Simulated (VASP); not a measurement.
# SrAlO (P4mm) in VASP: a series of runs

Runs on SrAlO. Level: PBE. Tasks: single point, relaxation of cell and atoms.

Everything below comes from runs of VASP 6.6.1. Logs are shortened: lines on timing, memory, paths and dates and some standing lists are left out, and cuts for length are marked.

## (1) The cell of the first run

Symmetry: P4mm, No. 99, tetragonal system. Conventional cell: a = 4.254 Å, b = 4.254 Å, c = 3.326 Å, α = 90.00°, β = 90.00°, γ = 90.00°. Within 4.0 Å of Sr (site symmetry 4mm) lie 4 O at 3.08 Å and 8 Al at 3.17 to 3.80 Å and 2 Sr at 3.33 Å. Within 2.2 Å of Al (site symmetry 4mm) lie 2 O at 1.64 to 1.68 Å. Within 2.2 Å of O (site symmetry 4mm) lie 2 Al at 1.64 to 1.68 Å.

## (2) Single point, PBE

INCAR reads:

```
ALGO = Normal
EDIFF = 1E-6
ENCUT = 520
GGA = PE
ISIF = 2
ISMEAR = 0
LASPH = True
LCHARG = True
LELF = True
LREAL = False
LVHAR = True
LWAVE = False
NBANDS = 16
NELM = 60
PREC = Accurate
SIGMA = 0.1
```

KPOINTS reads:

```
k-points
0
Gamma
  4 4 6
```

POSCAR reads:

```
SrAlO
1.0
    4.2541686000      0.0000000000      0.0000000000
    0.0000000000      4.2541686000      0.0000000000
    0.0000000000      0.0000000000      3.3255169200
Sr Al O
1 1 1
Direct
    0.0000000000      0.0000000000      0.8664171500
    0.5000000000      0.5000000000      0.5648841700
    0.5000000000      0.5000000000      0.0586832100
```

Potentials or basis: VASP PAW PBE potentials, release 64 (Sr_sv, Al, O).

Run with:

```bash
cat potpaw_PBE.64/Sr_sv/POTCAR potpaw_PBE.64/Al/POTCAR potpaw_PBE.64/O/POTCAR > POTCAR
mpirun -np 1 vasp_std > vasp.out
```

OUTCAR:

```text
EDIFF = 1E-6
   ENCUT = 520
   GGA = PE
   ISIF = 2
   ISMEAR = 0
   LASPH = True
   LREAL = False
   NELM = 60
   PREC = Accurate

 ion  position               nearest neighbor table
   1  0.000  0.000  0.866-   3 3.08   3 3.08   3 3.08   3 3.08   2 3.17   2 3.17   2 3.17   2 3.17
                             2 3.80   2 3.80   2 3.80   2 3.80
   2  0.500  0.500  0.565-   3 1.64   3 1.68   1 3.17   1 3.17   1 3.17   1 3.17   1 3.80   1 3.80
                             1 3.80   1 3.80
   3  0.500  0.500  0.059-   2 1.64   2 1.68   1 3.08   1 3.08   1 3.08   1 3.08

  LATTYP: Found a simple tetragonal cell.
 ALAT       =     4.2541686000
 C/A-ratio  =     0.7817078336

  Lattice vectors:

 A1 = (   4.2541686000,   0.0000000000,   0.0000000000)
 A2 = (   0.0000000000,   4.2541686000,   0.0000000000)
 A3 = (   0.0000000000,   0.0000000000,   3.3255169200)

Analysis of symmetry for initial positions (statically):
=====================================================================
 Subroutine PRICEL returns:
 Original cell was already a primitive cell.

 Routine SETGRP: Setting up the symmetry group for a
 simple tetragonal supercell.

 Subroutine GETGRP returns: Found  8 space group operations
 (whereof  8 operations were pure point group operations)
 out of a pool of 16 trial point group operations.

The static configuration has the point symmetry C_4v.

Analysis of symmetry for dynamics (positions and initial velocities):
=====================================================================
 Subroutine PRICEL returns:
 Original cell was already a primitive cell.

 Routine SETGRP: Setting up the symmetry group for a
 simple tetragonal supercell.

 Subroutine GETGRP returns: Found  8 space group operations
 (whereof  8 operations were pure point group operations)
 out of a pool of 16 trial point group operations.

The dynamic configuration has the point symmetry C_4v.

 Subroutine INISYM returns: Found  8 space group operations
 (whereof  8 operations are pure point group operations),
 and found     1 'primitive' translations

----------------------------------------------------------------------------------------

                                     Primitive cell

  volume of cell :      60.1850

  direct lattice vectors                    reciprocal lattice vectors
     4.254168600  0.000000000  0.000000000     0.235063556  0.000000000  0.000000000
     0.000000000  4.254168600  0.000000000     0.000000000  0.235063556  0.000000000
     0.000000000  0.000000000  3.325516920     0.000000000  0.000000000  0.300705131

  length of vectors
     4.254168600  4.254168600  3.325516920     0.235063556  0.235063556  0.300705131

  position of ions in fractional coordinates (direct lattice)
     0.000000000  0.000000000  0.866417150
     0.500000000  0.500000000  0.564884170
     0.500000000  0.500000000  0.058683210

  ion indices of the primitive-cell ions
   primitive index   ion index
                 1           1
                 2           2
                 3           3

----------------------------------------------------------------------------------------

 KPOINTS: k-points

Automatic generation of k-mesh.
 Grid dimensions read from file:
 generate k-points for:    4    4    6

 Generating k-lattice:

  Cartesian coordinates                     Fractional coordinates (reciprocal lattice)
     0.058765889  0.000000000  0.000000000     0.250000000  0.000000000  0.000000000
     0.000000000  0.058765889  0.000000000     0.000000000  0.250000000  0.000000000
     0.000000000  0.000000000  0.050117522     0.000000000  0.000000000  0.166666667

  Length of vectors
     0.058765889  0.058765889  0.050117522

  Shift w.r.t. Gamma in fractional coordinates (k-lattice)
     0.000000000  0.000000000  0.000000000

 Subroutine IBZKPT returns following result:
 ===========================================

 Found     24 irreducible k-points:

 Following reciprocal coordinates:
            Coordinates               Weight
  0.000000  0.000000  0.000000      1.000000
  0.250000  0.000000  0.000000      4.000000
  0.500000  0.000000  0.000000      2.000000
  0.250000  0.250000  0.000000      4.000000
  0.500000  0.250000  0.000000      4.000000
  0.500000  0.500000  0.000000      1.000000
[... 16 lines left out ...]
  0.500000  0.250000  0.500000      4.000000
  0.500000  0.500000  0.500000      1.000000
   k-points           NKPTS =     24   k-points in BZ     NKDIM =     24   number of bands    NBANDS=     16
   number of dos      NEDOS =    301   number of ions     NIONS =      3
   total plane-waves  NPLWV =  28672
   dimension x,y,z NGX =    32 NGY =   32 NGZ =   28
   dimension x,y,z NGXF=    64 NGYF=   64 NGZF=   56
   ions per type =               1   1   1
   NGX,Y,Z   is equivalent  to a cutoff of  12.51, 12.51, 14.00 a.u.
   NGXF,Y,Z  is equivalent  to a cutoff of  25.01, 25.01, 27.99 a.u.
 SYSTEM =  unknown system
   PREC   = accura    normal or accurate (medium, high low for compatibility)
   ISTART =      0    job   : 0-new  1-cont  2-samecut
   ICHARG =      2    charge: 1-file 2-atom 10-const
   ISPIN  =      1    spin polarized calculation?
   LNONCOLLINEAR =      F non collinear calculations
   LSORBIT =      F    spin-orbit coupling
   LASPH  =      T    aspherical Exc in radial PAW
   ENCUT  =  520.0 eV  38.22 Ry    6.18 a.u.   7.91  7.91  6.18*2*pi/ulx,y,z
   NELM   =     60;   NELMIN=  2; NELMDL= -5     # of ELM steps
   EDIFF  = 0.1E-05   stopping-criterion for ELM
   LREAL  =      F    real-space projection
   EDIFFG = 0.1E-04   stopping-criterion for IOM
   NSW    =      0    number of steps for IOM
   IBRION =     -1    ionic relax: 0-MD 1-quasi-New 2-CG
   NFREE  =      0    steps in history (QN), initial steepest desc. (CG)
   ISIF   =      2    stress and relaxation
   ISYM   =      2    0-nonsym 1-usesym 2-fastsym
   POTIM  = 0.5000    time-step for ionic-motion
   TEBEG  =    0.0;   TEEND  =   0.0 temperature during run
   PSTRESS=    0.0 pullay stress
   NELECT =      19.0000    total number of electrons
   NUPDOWN=      -1.0000    fix difference up-down
   EMIN   =  10.00;   EMAX   =-10.00  energy-range for DOS
   EFERMI =   0.00;   METHOD = LEGACY
   ISMEAR =     0;   SIGMA  =   0.10  broadening in eV -4-tet -1-fermi 0-gaus
   EFERMI_NEDOS =   21; number of points for ismear=-14 and -15
   IALGO  =     38    algorithm
   IMIX   =      4    mixing-type and parameters
     AMIX     =   0.40;   BMIX     =  1.00
     AMIX_MAG =   1.60;   BMIX_MAG =  1.00
  volume/ion in A,a.u.               =      20.06       135.38
  Fermi-wavevector in a.u.,A,eV,Ry     =   1.114713  2.106503 16.906405  1.242586
  Thomas-Fermi vector in A             =   2.251311
   LORBIT       =      0    0 simple, 1 ext, 2 COOP (PROOUT), +10 PAW based schemes
   GGA     = PE    functional components
   LHFCALC =     F    Hartree Fock is set to
   AEXX    =    0.0000 exact exchange contribution
   IVDW    =     0    specifies the selected vdW correction
   LEPSILON=     F    determine dielectric tensor
   LRPA    =     F    only Hartree local field effects (RPA)
 non-spin polarized calculation
 Gauss-broadening in eV      SIGMA  =   0.10
  energy-cutoff  :      520.00
  volume of cell :       60.19
 maximum number of plane-waves:      1652
 NGX is ok and might be reduce to    32
   NGX = 15   NGY = 15   NGZ = 13

 number of electron      18.9999995 magnetization

 Free energy of the ion-electron system (eV)
  ---------------------------------------------------
  ext. energy  EPLUGINS =         0.00000000
  ---------------------------------------------------
  free energy    TOTEN  =       -13.10861053 eV

  energy without entropy =      -13.09648758  energy(sigma->0) =      -13.10254906

 E-fermi :   4.5416     XC(G=0):  -9.3280

 val. band max:        4.5375145657   @ k =   0.0000   0.0000   0.0000
 cond. band min:       4.5633130257   @ k =   0.5000   0.5000   0.0000
 fundamental gap:      0.0257984600
 Fermi energy:         4.5415757863

 k-point     1 :       0.0000    0.0000    0.0000
  band No.  band energies     occupation
      1     -31.3170      2.00000
      2     -16.0765      2.00000
      3     -13.3446      2.00000
      4     -13.3446      2.00000
      5     -12.9149      2.00000
      6      -2.5473      2.00000
[... 8 lines left out ...]
     15      10.9186      0.00000
     16      11.2243      0.00000

 k-point     2 :       0.2500    0.0000    0.0000
  band No.  band energies     occupation
      1     -31.3137      2.00000
      2     -16.1096      2.00000
      3     -13.3441      2.00000
      4     -13.3330      2.00000
      5     -12.9113      2.00000
      6      -2.5283      2.00000
[... 8 lines left out ...]
     15      10.5871      0.00000
     16      11.1538      0.00000

 k-point     3 :       0.5000    0.0000    0.0000
  band No.  band energies     occupation
      1     -31.3105      2.00000
      2     -16.1430      2.00000
      3     -13.3421      2.00000
      4     -13.3213      2.00000
      5     -12.9085      2.00000
      6      -2.5091      2.00000
[... 8 lines left out ...]
     15      10.2900      0.00000
     16      10.7317      0.00000

 k-point     4 :       0.2500    0.2500    0.0000
  band No.  band energies     occupation
      1     -31.3106      2.00000
      2     -16.1033      2.00000
      3     -13.4105      2.00000
      4     -13.3327      2.00000
      5     -12.9079      2.00000
      6      -2.5178      2.00000
[... 8 lines left out ...]
     15      10.4017      0.00000
     16      10.8177      0.00000
[... 324 lines left out ...]
 k-point    22 :       0.2500    0.2500    0.5000
  band No.  band energies     occupation
      1     -31.2091      2.00000
      2     -15.7213      2.00000
      3     -13.8822      2.00000
      4     -13.2718      2.00000
      5     -13.2183      2.00000
      6      -4.3489      2.00000
[... 8 lines left out ...]
     15      10.7328      0.00000
     16      10.9628      0.00000

 k-point    23 :       0.5000    0.2500    0.5000
  band No.  band energies     occupation
      1     -31.2063      2.00000
      2     -15.7143      2.00000
      3     -13.8749      2.00000
      4     -13.2809      2.00000
      5     -13.2630      2.00000
      6      -4.3076      2.00000
[... 8 lines left out ...]
     15      10.5276      0.00000
     16      10.6131      0.00000

 k-point    24 :       0.5000    0.5000    0.5000
  band No.  band energies     occupation
      1     -31.2037      2.00000
      2     -15.6778      2.00000
      3     -13.8644      2.00000
      4     -13.3258      2.00000
      5     -13.3258      2.00000
      6      -4.2736      2.00000
[... 8 lines left out ...]
     15       9.7765      0.00000
     16      10.2930      0.00000

------------------------ aborting loop because EDIFF is reached ----------------------------------------

  FORCE on cell =-STRESS in cart. coord.  units (eV):
  Direction    XX          YY          ZZ          XY          YZ          ZX
  --------------------------------------------------------------------------------------
  -------------------------------------------------------------------------------------
  Total        1.0433469      1.0433469     14.2571144      0.0000000      0.0000000      0.0000000
  in kB       27.7747873     27.7747873    379.5365969      0.0000000      0.0000000      0.0000000
  external PRESSURE =     145.0287239 kB  Pullay stress =       0.0000000 kB

 VOLUME and BASIS-vectors are now :
 -----------------------------------------------------------------------------
  energy-cutoff  :      520.00
  volume of cell :       60.19
      direct lattice vectors                 reciprocal lattice vectors
     4.254168600  0.000000000  0.000000000     0.235063556  0.000000000  0.000000000
     0.000000000  4.254168600  0.000000000     0.000000000  0.235063556  0.000000000
     0.000000000  0.000000000  3.325516920     0.000000000  0.000000000  0.300705131

 POSITION                                       TOTAL-FORCE (eV/Angst)
 -----------------------------------------------------------------------------------
      0.00000      0.00000      2.88128        -0.000000     -0.000000      2.061551
      2.12708      2.12708      1.87853         0.000000      0.000000     -2.259209
      2.12708      2.12708      0.19515        -0.000000     -0.000000      0.197657
 -----------------------------------------------------------------------------------
    total drift:                                0.000000     -0.000000     -0.000760

  FREE ENERGIE OF THE ION-ELECTRON SYSTEM (eV)
  ---------------------------------------------------
  free  energy   TOTEN  =       -13.1086105338 eV

  energy  without entropy=      -13.0964875783  energy(sigma->0) =      -13.10254906
```

It took 16 s on 1 thread of Intel Xeon Platinum 8259CL at 2.50GHz (Skylake/Cascade Lake), shared host; peak memory 0.18 GiB.

What came out:

```
Free energy   : -13.1086 eV
Pressure      : 14.5 GPa
Largest force : 2.259 eV/Å
```

Forces on the atoms (eV/Å):
```
Sr   0.000  0.000  2.062
Al   0.000  0.000 -2.259
O    0.000  0.000  0.198
```

Stress tensor (GPa, compression positive):
```
 2.78  0.00  0.00
 0.00  2.78  0.00
 0.00  0.00 37.95
```

Levels at points of the mesh, in eV from the Fermi level:
```csv
k point,band 7,band 8,band 9,band 10,band 11,band 12,band 13,band 14
"(0.00, 0.00, 0.00)",-5.48,-5.48,-3.89,0.00,1.27,3.24,4.25,4.25
"(0.50, 0.00, 0.00)",-6.45,-5.75,-1.62,-0.52,1.64,3.12,4.72,5.03
"(0.50, 0.50, 0.00)",-5.87,-5.87,-1.02,0.02,1.50,1.50,4.20,5.42
"(0.00, 0.00, 0.50)",-5.13,-5.13,-0.52,0.95,0.95,1.79,1.82,4.31
"(0.50, 0.00, 0.50)",-5.57,-5.27,-0.72,-0.58,2.01,2.04,3.71,3.84
"(0.50, 0.50, 0.50)",-5.38,-5.38,-1.18,-1.18,1.61,4.65,5.11,5.11
```

Caveat: the k points lie up to 0.37 Å⁻¹ apart; an odd number of electrons without spin polarisation forces a metal; a magnetic or distorted state may lie lower.

[end of part 1 of 2]
